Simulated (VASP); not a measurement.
# BN (Cm) in VASP: further runs, part 2 of 2

VASP 6.6.1. The steps go on from the part before.

## Step 5: Single point, PBE+D3(BJ)

INCAR

```
PREC = Accurate
ENCUT = 600
EDIFF = 1E-6
ISMEAR = 0
SIGMA = 0.05
LREAL = False
LASPH = True
NELM = 120
ALGO = Normal
ISIF = 2
LWAVE = False
LCHARG = False
GGA = PE
IVDW = 12
NBANDS = 11
GGA_COMPAT = False
```

KPOINTS

```
regular mesh
0
Gamma
  12 12 12
```

POSCAR

```
BN
1.0
    1.2530568997      0.7234527383      3.2948845324
   -1.2530568997      0.7234527383      3.2948845324
    0.0000000000     -1.4469054767      3.2948845324
B N
1 1
Direct
    0.7692192094      1.1147835809      1.1147835809
    0.3327354554      0.3327354554      0.3327354554
```

Potentials or basis: VASP PAW PBE potentials, release 64 (B, N).

On the command line:

```
$ cat potpaw_PBE.64/B/POTCAR potpaw_PBE.64/N/POTCAR > POTCAR
$ mpirun -np 1 vasp_std > vasp.out
```

OUTCAR:

```text
PREC = Accurate
   ENCUT = 600
   EDIFF = 1E-6
   ISMEAR = 0
   LREAL = False
   LASPH = True
   NELM = 120
   ISIF = 2
   GGA = PE
   IVDW = 12
 IVDW          = 12

 ion  position               nearest neighbor table
   1  0.769  0.115  0.115-   2 0.95   2 1.75   2 1.75
   2  0.333  0.333  0.333-   1 0.95   1 1.75   1 1.75

 -----------------------------------------------------------------------------
|                                                                             |
|           W    W    AA    RRRRR   N    N  II  N    N   GGGG   !!!           |
|           W    W   A  A   R    R  NN   N  II  NN   N  G    G  !!!           |
|           W    W  A    A  R    R  N N  N  II  N N  N  G       !!!           |
|           W WW W  AAAAAA  RRRRR   N  N N  II  N  N N  G  GGG   !            |
|           WW  WW  A    A  R   R   N   NN  II  N   NN  G    G                |
|           W    W  A    A  R    R  N    N  II  N    N   GGGG   !!!           |
|                                                                             |
|     The distance between some ions is very small. Please check the          |
|     nearest-neighbor list in the OUTCAR file.                               |
|     I HOPE YOU KNOW WHAT YOU ARE DOING!                                     |
|                                                                             |
 -----------------------------------------------------------------------------

  LATTYP: Found a trigonal (rhomboedric) cell.
 ALAT       =     3.5985829906
 COS(alpha) =     0.7575017916

  Lattice vectors:

 A1 = (   1.2530568997,   0.7234527383,   3.2948845324)
 A2 = (  -1.2530568997,   0.7234527383,   3.2948845324)
 A3 = (   0.0000000000,  -1.4469054767,   3.2948845324)

Analysis of symmetry for initial positions (statically):
=====================================================================
 Subroutine PRICEL returns:
 Original cell was already a primitive cell.

 Routine SETGRP: Setting up the symmetry group for a
 trigonal (rhombohedral) supercell.

 Subroutine GETGRP returns: Found  2 space group operations
 (whereof  2 operations were pure point group operations)
 out of a pool of 12 trial point group operations.

The static configuration has the point symmetry C_1h.

Analysis of symmetry for dynamics (positions and initial velocities):
[... 147 lines left out ...]
 NGX is ok and might be reduce to    30
   NGX = 15   NGY = 15   NGZ = 15

 number of electron       8.0000000 magnetization

 Free energy of the ion-electron system (eV)
  ---------------------------------------------------
  ext. energy  EPLUGINS =         0.00000000
  ---------------------------------------------------
  free energy    TOTEN  =        -6.56815451 eV

  energy without entropy =       -6.56815451  energy(sigma->0) =       -6.56815451

 E-fermi :   2.8479     XC(G=0):  -9.8334

 val. band max:        2.5951247426   @ k =   0.0000   0.0000   0.0000
 cond. band min:       6.2862625751   @ k =   0.0000   0.5000   0.5000
 fundamental gap:      3.6911378325
 Fermi energy:         2.8478924240

 k-point     1 :       0.0000    0.0000    0.0000
  band No.  band energies     occupation
      1     -15.5342      2.00000
      2      -3.0043      2.00000
      3      -2.8353      2.00000
      4       2.5951      2.00000
      5       7.4531      0.00000
      6      11.6685      0.00000
      7      13.9889      0.00000
      8      17.5131      0.00000
      9      23.6518      0.00000
     10      25.7759      0.00000
     11      27.1728      0.00000
[... 309 lines left out ...]
 k-point    24 :      -0.0833   -0.3333    0.0000
  band No.  band energies     occupation
      1     -14.0593      2.00000
      2      -4.9621      2.00000
      3      -1.8822      2.00000
      4       0.2142      2.00000
      5       7.2346      0.00000
      6      11.3983      0.00000
      7      14.2797      0.00000
      8      18.1582      0.00000
      9      20.1728      0.00000
     10      24.1707      0.00000
     11      28.3941      0.00000

 [... further k-points ...]

------------------------ aborting loop because EDIFF is reached ----------------------------------------

 Edisp (eV)   -0.28595

 E8    (eV) :    -0.0839

  FORCE on cell =-STRESS in cart. coord.  units (eV):
  Direction    XX          YY          ZZ          XY          YZ          ZX
  --------------------------------------------------------------------------------------
  -------------------------------------------------------------------------------------
  Total      45.05084    14.93513    -0.09141    26.08096     0.06251     0.10827
  in kB    4027.55091  1335.20308    -8.17165  2331.64161     5.58826     9.67917
  external pressure =     1784.86 kB  Pullay stress =        0.00 kB

 VOLUME and BASIS-vectors are now :
 -----------------------------------------------------------------------------
  energy-cutoff  :      600.00
  volume of cell :       17.92
      direct lattice vectors                 reciprocal lattice vectors
     1.253056900  0.723452738  3.294884532     0.399024178  0.230376717  0.101166924
    -1.253056900  0.723452738  3.294884532    -0.399024178  0.230376717  0.101166924
     0.000000000 -1.446905477  3.294884532     0.000000000 -0.460753434  0.101166924

 POSITION                                       TOTAL-FORCE (eV/Angst)
 -----------------------------------------------------------------------------------
      0.82005      0.47345      3.29089        61.296541     35.389574      0.107029
      0.00000     -0.00000      3.28897       -61.296541    -35.389574     -0.107029
 -----------------------------------------------------------------------------------
    total drift:                                0.000131      0.000076     -0.000020

  FREE ENERGIE OF THE ION-ELECTRON SYSTEM (eV)
  ---------------------------------------------------
  free  energy   TOTEN  =        -6.8541093764 eV

  energy  without entropy=       -6.8541093764  energy(sigma->0) =       -6.85410938
```

OSZICAR:

```text
N       E                     dE             d eps       ncg     rms          rms(c)
DAV:   1     0.282899535171E+02    0.28290E+02   -0.46765E+03 10624   0.732E+02
DAV:   2    -0.114137355582E+02   -0.39704E+02   -0.38491E+02 12478   0.198E+02
DAV:   3    -0.124396341647E+02   -0.10259E+01   -0.10246E+01 12562   0.290E+01
DAV:   4    -0.124430960066E+02   -0.34618E-02   -0.34618E-02 11249   0.186E+00
DAV:   5    -0.124431120024E+02   -0.15996E-04   -0.15996E-04 12507   0.115E-01    0.139E+01
DAV:   6    -0.721198532347E+01    0.52311E+01   -0.14200E+01 12815   0.248E+01    0.543E+00
DAV:   7    -0.661240022114E+01    0.59959E+00   -0.14254E+00 11966   0.908E+00    0.253E+00
DAV:   8    -0.656564341314E+01    0.46757E-01   -0.19582E-01 12278   0.337E+00    0.853E-01
DAV:   9    -0.656790971592E+01   -0.22663E-02   -0.96017E-03 11543   0.931E-01    0.170E-01
DAV:  10    -0.656801444484E+01   -0.10473E-03   -0.54529E-04 12131   0.168E-01    0.894E-02
DAV:  11    -0.656815035260E+01   -0.13591E-03   -0.13061E-04 11171   0.898E-02    0.735E-03
DAV:  12    -0.656815356923E+01   -0.32166E-05   -0.40021E-06 12412   0.166E-02    0.488E-03
DAV:  13    -0.656815450612E+01   -0.93689E-06   -0.12554E-06 11201   0.857E-03
   1 F= -.68541094E+01 E0= -.68541094E+01  d E =-.433189E-15
```

stdout:

```text
POSCAR found type information on POSCAR B N
 POSCAR found :  2 types and       2 ions
 scaLAPACK will be used
 LDA part: xc-table for (Slater+PW92), standard interpolation
 -----------------------------------------------------------------------------
|                                                                             |
|           W    W    AA    RRRRR   N    N  II  N    N   GGGG   !!!           |
|           W    W   A  A   R    R  NN   N  II  NN   N  G    G  !!!           |
|           W    W  A    A  R    R  N N  N  II  N N  N  G       !!!           |
|           W WW W  AAAAAA  RRRRR   N  N N  II  N  N N  G  GGG   !            |
|           WW  WW  A    A  R   R   N   NN  II  N   NN  G    G                |
|           W    W  A    A  R    R  N    N  II  N    N   GGGG   !!!           |
|                                                                             |
|     The distance between some ions is very small. Please check the          |
|     nearest-neighbor list in the OUTCAR file.                               |
|     I HOPE YOU KNOW WHAT YOU ARE DOING!                                     |
|                                                                             |
 -----------------------------------------------------------------------------

 POSCAR, INCAR and KPOINTS ok, starting setup
 FFT: planning ... GRIDC
 FFT: planning ... GRID_SOFT
 FFT: planning ... GRID
 WAVECAR not read
 entering main loop
```

Wall time 2.6 min (1 thread of Intel Xeon 6975P-C, shared host); peak memory 0.26 GiB.

What came out:

```
Free energy                : -6.8541 eV
Pressure                   : 178.5 GPa
Largest force              : 70.779 eV/Å
Band gap on the k mesh     : 3.69 eV, indirect (least direct gap 4.86 eV)
Dispersion energy per atom : -0.143 eV
```

Forces on the atoms (eV/Å):
```
B    61.297  35.390   0.107
N   -61.297 -35.390  -0.107
```

Levels at points of the mesh, in eV from the valence-band top:
```
           k point  band 2  band 3  band 4  band 5  band 6  band 7
(0.00, 0.00, 0.00)   -5.60   -5.43    0.00    4.86    9.07   11.39
(0.50, 0.00, 0.00)   -8.42   -3.77   -2.57    5.10    9.09   12.11
(0.00, 0.50, 0.00)   -8.88   -3.90   -3.39    5.06    7.96   12.85
(0.50, 0.50, 0.00)   -8.75   -3.91   -3.88    5.04    6.51   13.85
(0.00, 0.50, 0.50)   -8.25   -3.84   -2.96    3.69    9.60   13.01
(0.50, 0.50, 0.50)   -7.42   -5.30   -0.02    9.00    9.22    9.48
```

Caveat: the cell differs from its parent crystal (all B atoms moved +0.500 Å, as atom 1 towards its neighbour atom 2 (N) at 1.447 Å); forces of over 1 eV/Å act on the atoms, so gaps and moduli don't describe the material at rest. A k mesh can miss the band edges.
